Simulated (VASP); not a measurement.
# La (P6/mmm) in VASP: a series of runs

La is run at these levels: PBEsol; tasks: single point.

All numbers are computed with VASP 6.6.1; they aren't measurements. Logs are shortened: lines on timing, memory, paths and dates and some standing lists are left out, and cuts for length are marked.

## Step 1: The cell of the first run

Symmetry: P6/mmm, No. 191, hexagonal system. The conventional cell has a = 5.957 Å, b = 5.957 Å, c = 3.610 Å, α = 90.00°, β = 90.00°, γ = 120.00°. Within 4.7 Å of La (site symmetry 6/mmm) lie 14 La at 3.61 to 3.88 Å. La (site symmetry -6m2) has 11 La at 3.44 to 3.88 Å within 4.5 Å.

## Step 2: Single point, PBEsol (volume scaled by 1.08)

INCAR reads:

```
SYSTEM = La
PREC = Accurate ; ENCUT = 520
EDIFF = 1E-7 ; ISMEAR = -1
SIGMA = 0.1 ; LREAL = .False.
LASPH = .True. ; NELM = 100
ALGO = Normal ; ISIF = 2
LWAVE = .False. ; LCHARG = .True.
GGA = PS ; LELF = .True.
LVHAR = .True. ; NBANDS = 24
```

KPOINTS reads:

```
Automatic mesh
0
Gamma
  7 7 10
  0 0 0
```

POSCAR reads:

```
La
1.0
    5.9571342421      0.0000000000      0.0000000000
   -2.9785671210      5.1590295874      0.0000000000
    0.0000000000      0.0000000000      3.6097213067
La
3
Direct
    0.0000000000      0.0000000000      0.0000000000
    0.3333333333      0.6666666667      0.5000000000
    0.6666666667      0.3333333333      0.5000000000
```

Potentials or basis: VASP PAW PBE potentials, release 64 (La).

Started as:

```console
> cat potpaw_PBE.64/La/POTCAR > POTCAR
> mpirun -np 1 vasp_std > vasp.out
```

OUTCAR:

```text
SYSTEM = La
   PREC = Accurate
   ENCUT = 520
   EDIFF = 1E-7
   ISMEAR = -1
   LREAL = .False.
   LASPH = .True.
   NELM = 100
   ISIF = 2
   GGA = PS

 ion  position               nearest neighbor table
   1  0.000  0.000  0.000-
   2  0.333  0.667  0.500-   3 3.44   3 3.44   3 3.44
   3  0.667  0.333  0.500-   2 3.44   2 3.44   2 3.44

  LATTYP: Found a hexagonal cell.
 ALAT       =     5.9571342421
 C/A-ratio  =     0.6059492971

  Lattice vectors:

 A1 = (   5.9571342421,   0.0000000000,   0.0000000000)
 A2 = (  -2.9785671210,   5.1590295874,   0.0000000000)
 A3 = (   0.0000000000,   0.0000000000,   3.6097213067)

Analysis of symmetry for initial positions (statically):
=====================================================================
 Subroutine PRICEL returns:
 Original cell was already a primitive cell.

 Routine SETGRP: Setting up the symmetry group for a
 hexagonal supercell.

 Subroutine GETGRP returns: Found 24 space group operations
 (whereof 24 operations were pure point group operations)
 out of a pool of 24 trial point group operations.

The static configuration has the point symmetry D_6h.

Analysis of symmetry for dynamics (positions and initial velocities):
=====================================================================
 Subroutine PRICEL returns:
 Original cell was already a primitive cell.

 Routine SETGRP: Setting up the symmetry group for a
 hexagonal supercell.

 Subroutine GETGRP returns: Found 24 space group operations
 (whereof 24 operations were pure point group operations)
 out of a pool of 24 trial point group operations.

The dynamic configuration has the point symmetry D_6h.

 Subroutine INISYM returns: Found 24 space group operations
 (whereof 24 operations are pure point group operations),
 and found     1 'primitive' translations

----------------------------------------------------------------------------------------

                                     Primitive cell

  volume of cell :     110.9377

  direct lattice vectors                    reciprocal lattice vectors
     5.957134242  0.000000000  0.000000000     0.167865950  0.096917452  0.000000000
    -2.978567121  5.159029587  0.000000000     0.000000000  0.193834903  0.000000000
     0.000000000  0.000000000  3.609721307     0.000000000  0.000000000  0.277029697

  length of vectors
     5.957134242  5.957134242  3.609721307     0.193834903  0.193834903  0.277029697

  position of ions in fractional coordinates (direct lattice)
     0.000000000  0.000000000  0.000000000
     0.333333333  0.666666667  0.500000000
     0.666666667  0.333333333  0.500000000

  ion indices of the primitive-cell ions
   primitive index   ion index
                 1           1
                 2           2
                 3           3

----------------------------------------------------------------------------------------

 KPOINTS: Automatic mesh

Automatic generation of k-mesh.
 Grid dimensions read from file:
 generate k-points for:    7    7   10

 Generating k-lattice:

  Cartesian coordinates                     Fractional coordinates (reciprocal lattice)
     0.023980850  0.013845350  0.000000000     0.142857143  0.000000000  0.000000000
     0.000000000  0.027690700  0.000000000     0.000000000  0.142857143  0.000000000
     0.000000000  0.000000000  0.027702970     0.000000000  0.000000000  0.100000000

  Length of vectors
     0.027690700  0.027690700  0.027702970

  Shift w.r.t. Gamma in fractional coordinates (k-lattice)
     0.000000000  0.000000000  0.000000000

 Subroutine IBZKPT returns following result:
 ===========================================

 Found     48 irreducible k-points:

 Following reciprocal coordinates:
            Coordinates               Weight
  0.000000  0.000000  0.000000      1.000000
  0.142857  0.000000  0.000000      6.000000
  0.285714  0.000000  0.000000      6.000000
  0.428571  0.000000  0.000000      6.000000
  0.142857  0.142857  0.000000      6.000000
  0.285714  0.142857  0.000000     12.000000
[... 16 lines left out ...]
  0.428571  0.142857  0.200000     12.000000
  0.285714  0.285714  0.200000     12.000000
 [... further k-points ...]
   k-points           NKPTS =     48   k-points in BZ     NKDIM =     48   number of bands    NBANDS=     24
   number of dos      NEDOS =    301   number of ions     NIONS =      3
   total plane-waves  NPLWV =  64512
   dimension x,y,z NGX =    48 NGY =   48 NGZ =   28
   dimension x,y,z NGXF=    96 NGYF=   96 NGZF=   56
   ions per type =               3
   NGX,Y,Z   is equivalent  to a cutoff of  13.40, 13.40, 12.90 a.u.
   NGXF,Y,Z  is equivalent  to a cutoff of  26.79, 26.79, 25.79 a.u.
 SYSTEM =  La
   PREC   = accura    normal or accurate (medium, high low for compatibility)
   ISTART =      0    job   : 0-new  1-cont  2-samecut
   ICHARG =      2    charge: 1-file 2-atom 10-const
   ISPIN  =      1    spin polarized calculation?
   LNONCOLLINEAR =      F non collinear calculations
   LSORBIT =      F    spin-orbit coupling
   LASPH  =      T    aspherical Exc in radial PAW
   ENCUT  =  520.0 eV  38.22 Ry    6.18 a.u.  11.08 11.08  6.71*2*pi/ulx,y,z
   NELM   =    100;   NELMIN=  2; NELMDL= -5     # of ELM steps
   EDIFF  = 0.1E-06   stopping-criterion for ELM
   LREAL  =      F    real-space projection
   EDIFFG = 0.1E-05   stopping-criterion for IOM
   NSW    =      0    number of steps for IOM
   IBRION =     -1    ionic relax: 0-MD 1-quasi-New 2-CG
   NFREE  =      0    steps in history (QN), initial steepest desc. (CG)
   ISIF   =      2    stress and relaxation
   ISYM   =      2    0-nonsym 1-usesym 2-fastsym
   POTIM  = 0.5000    time-step for ionic-motion
   TEBEG  =    0.0;   TEEND  =   0.0 temperature during run
   PSTRESS=    0.0 pullay stress
   NELECT =      33.0000    total number of electrons
   NUPDOWN=      -1.0000    fix difference up-down
   EMIN   =  10.00;   EMAX   =-10.00  energy-range for DOS
   EFERMI =   0.00;   METHOD = LEGACY
   ISMEAR =    -1;   SIGMA  =   0.10  broadening in eV -4-tet -1-fermi 0-gaus
   EFERMI_NEDOS =   21; number of points for ismear=-14 and -15
   IALGO  =     38    algorithm
   IMIX   =      4    mixing-type and parameters
     AMIX     =   0.40;   BMIX     =  1.00
     AMIX_MAG =   1.60;   BMIX_MAG =  1.00
  volume/ion in A,a.u.               =      36.98       249.55
  Fermi-wavevector in a.u.,A,eV,Ry     =   1.092831  2.065152 16.249169  1.194280
  Thomas-Fermi vector in A             =   2.229105
   LORBIT       =      0    0 simple, 1 ext, 2 COOP (PROOUT), +10 PAW based schemes
   GGA     = PS    functional components
   LHFCALC =     F    Hartree Fock is set to
   AEXX    =    0.0000 exact exchange contribution
   IVDW    =     0    specifies the selected vdW correction
   LEPSILON=     F    determine dielectric tensor
   LRPA    =     F    only Hartree local field effects (RPA)
 non-spin polarized calculation
  energy-cutoff  :      520.00
  volume of cell :      110.94
 maximum number of plane-waves:      3013
 NGX is ok and might be reduce to    48
   NGX = 23   NGY = 23   NGZ = 13

 number of electron      33.0000001 magnetization

 Free energy of the ion-electron system (eV)
  ---------------------------------------------------
  ext. energy  EPLUGINS =         0.00000000
  ---------------------------------------------------
  free energy    TOTEN  =       -15.96073002 eV

  energy without entropy =      -15.80489679  energy(sigma->0) =      -15.88281341

 E-fermi :   7.7110     XC(G=0):  -9.6971

 val. band max:        7.6895585751   @ k =   0.4286   0.1429   0.1000
 cond. band min:       7.7184318680   @ k =   0.0000   0.0000   0.2000
 fundamental gap:      0.0288732929
 Fermi energy:         7.7109651137

 k-point     1 :       0.0000    0.0000    0.0000
  band No.  band energies     occupation
      1     -25.1277      2.00000
      2     -24.8973      2.00000
      3     -24.8341      2.00000
      4      -9.1953      2.00000
      5      -9.1953      2.00000
      6      -8.8869      2.00000
[... 16 lines left out ...]
     23       9.3684      0.00000
     24       9.6051      0.00000

 k-point     2 :       0.1429    0.0000    0.0000
  band No.  band energies     occupation
      1     -25.1132      2.00000
      2     -24.9016      2.00000
      3     -24.8454      2.00000
      4      -9.2872      2.00000
      5      -9.2357      2.00000
      6      -8.7718      2.00000
[... 16 lines left out ...]
     23       9.4194      0.00000
     24       9.5368      0.00000

 k-point     3 :       0.2857    0.0000    0.0000
  band No.  band energies     occupation
      1     -25.0732      2.00000
      2     -24.9153      2.00000
      3     -24.8740      2.00000
      4      -9.4115      2.00000
      5      -9.2075      2.00000
      6      -8.5844      2.00000
[... 16 lines left out ...]
     23       9.4004      0.00000
     24       9.4529      0.00000

 k-point     4 :       0.4286    0.0000    0.0000
  band No.  band energies     occupation
      1     -25.0196      2.00000
      2     -24.9495      2.00000
      3     -24.8952      2.00000
      4      -9.4829      2.00000
      5      -9.0491      2.00000
      6      -8.7102      2.00000
[... 16 lines left out ...]
     23       9.5461      0.00000
     24       9.5885      0.00000

 k-point     5 :       0.1429    0.1429    0.0000
  band No.  band energies     occupation
      1     -25.0859      2.00000
      2     -24.9095      2.00000
      3     -24.8664      2.00000
      4      -9.3491      2.00000
      5      -9.2678      2.00000
      6      -8.6068      2.00000
[... 16 lines left out ...]
     23       9.4375      0.00000
     24       9.6372      0.00000

 k-point     6 :       0.2857    0.1429    0.0000
  band No.  band energies     occupation
      1     -25.0383      2.00000
      2     -24.9276      2.00000
      3     -24.8980      2.00000
      4      -9.4115      2.00000
      5      -9.1887      2.00000
      6      -8.6241      2.00000
[... 16 lines left out ...]
     23       9.4991      0.00000
     24       9.5680      0.00000
[... 379 lines left out ...]
 k-point    21 :       0.1429    0.1429    0.2000
  band No.  band energies     occupation
      1     -25.0425      2.00000
      2     -24.8851      2.00000
      3     -24.8337      2.00000
      4      -9.2799      2.00000
      5      -9.1731      2.00000
      6      -8.7364      2.00000
[... 16 lines left out ...]
     23       9.2762      0.00000
     24       9.4343      0.00000

 k-point    22 :       0.2857    0.1429    0.2000
  band No.  band energies     occupation
      1     -24.9988      2.00000
      2     -24.8978      2.00000
      3     -24.8664      2.00000
      4      -9.3387      2.00000
      5      -9.1156      2.00000
      6      -8.7497      2.00000
[... 16 lines left out ...]
     23       9.2017      0.00000
     24       9.3781      0.00000

 k-point    23 :       0.4286    0.1429    0.2000
  band No.  band energies     occupation
      1     -24.9608      2.00000
      2     -24.9231      2.00000
      3     -24.8799      2.00000
      4      -9.3617      2.00000
      5      -9.0198      2.00000
      6      -8.8663      2.00000
[... 16 lines left out ...]
     23       9.1189      0.00000
     24       9.4465      0.00000

 k-point    24 :       0.2857    0.2857    0.2000
  band No.  band energies     occupation
      1     -24.9549      2.00000
      2     -24.9047      2.00000
      3     -24.9044      2.00000
      4      -9.3291      2.00000
      5      -9.0408      2.00000
      6      -8.8806      2.00000
[... 16 lines left out ...]
     23       9.1070      0.00000
     24       9.5206      0.00000

 [... further k-points ...]

------------------------ aborting loop because EDIFF is reached ----------------------------------------

  FORCE on cell =-STRESS in cart. coord.  units (eV):
  Direction    XX          YY          ZZ          XY          YZ          ZX
  --------------------------------------------------------------------------------------
  -------------------------------------------------------------------------------------
  Total       -1.4661750     -1.4661750     -1.0994466     -0.0000000     -0.0000000      0.0000000
  in kB      -21.1747029    -21.1747029    -15.8783594     -0.0000000     -0.0000000      0.0000000
  external PRESSURE =     -19.4092551 kB  Pullay stress =       0.0000000 kB

 VOLUME and BASIS-vectors are now :
 -----------------------------------------------------------------------------
  energy-cutoff  :      520.00
  volume of cell :      110.94
      direct lattice vectors                 reciprocal lattice vectors
     5.957134242  0.000000000  0.000000000     0.167865950  0.096917452  0.000000000
    -2.978567121  5.159029587  0.000000000     0.000000000  0.193834903  0.000000000
     0.000000000  0.000000000  3.609721307     0.000000000  0.000000000  0.277029697

 POSITION                                       TOTAL-FORCE (eV/Angst)
 -----------------------------------------------------------------------------------
      0.00000      0.00000      0.00000         0.000000      0.000000      0.000000
     -0.00000      3.43935      1.80486        -0.000000      0.000000      0.000000
      2.97857      1.71968      1.80486         0.000000     -0.000000      0.000000
 -----------------------------------------------------------------------------------
    total drift:                               -0.000000      0.000000     -0.000000

  FREE ENERGIE OF THE ION-ELECTRON SYSTEM (eV)
  ---------------------------------------------------
  free  energy   TOTEN  =       -15.9607300235 eV

  energy  without entropy=      -15.8048967879  energy(sigma->0) =      -15.88281341
```

Wall time 81 s (1 thread of Intel Xeon 6975P-C (Granite Rapids), shared host); peak memory 0.31 GiB.

What came out:

| Item | Value |
| --- | --- |
| Free energy | -15.9607 eV |
| Pressure | -1.9 GPa |

Caveat: the PAW data sets were made with another functional, which shifts forces and pressure a little; spin-orbit coupling is left out, which moves the levels of the heavy elements.

## Step 3: Single point, PBEsol (volume scaled by 1.12)

INCAR reads:

```
SYSTEM = La
PREC = Accurate
ENCUT = 520
EDIFF = 1E-6
ISMEAR = -1
SIGMA = 0.1
LREAL = .FALSE.
LASPH = .TRUE.
NELM = 80
ALGO = Normal
ISIF = 2
LWAVE = .FALSE.
LCHARG = .TRUE.
GGA = PS
LELF = .TRUE.
LVHAR = .TRUE.
NBANDS = 24
```

KPOINTS reads:

```
regular mesh
0
G
  7 7 10
  0 0 0
```

POSCAR reads:

```
La
1.0
    6.0297893811      0.0000000000      0.0000000000
   -3.0148946906      5.2219507835      0.0000000000
    0.0000000000      0.0000000000      3.6537466371
La
3
Direct
    0.0000000000      0.0000000000      0.0000000000
    0.3333333333      0.6666666667      0.5000000000
    0.6666666667      0.3333333333      0.5000000000
```

Potentials or basis: VASP PAW PBE potentials, release 64 (La).

Started as:

```console
> cat potpaw_PBE.64/La/POTCAR > POTCAR
> mpirun -np 1 vasp_std > vasp.out
```

It took 80 s on 1 thread of Intel Xeon 6975P-C (Granite Rapids), shared host; peak memory 0.3 GiB.

The run converged. Its results:

| Quantity | Value |
| --- | --- |
| Free energy | -15.9007 eV |
| Pressure | -2.7 GPa |

Stress tensor (GPa, compression positive):
```
-2.94  0.00  0.00
 0.00 -2.94  0.00
 0.00  0.00 -2.34
```

Levels at points of the mesh, in eV from the Fermi level:
```tsv
k point	band 14	band 15	band 16	band 17	band 18	band 19	band 20	band 21
(0.00, 0.00, 0.00)	-1.34	0.30	0.55	0.55	0.56	0.56	0.98	1.50
(0.00, 0.00, 0.50)	-1.54	-0.86	-0.86	-0.55	0.19	1.11	1.11	1.69
```

Caveat: the PAW data sets were made with another functional, which shifts forces and pressure a little; spin-orbit coupling is left out, which moves the levels of the heavy elements.
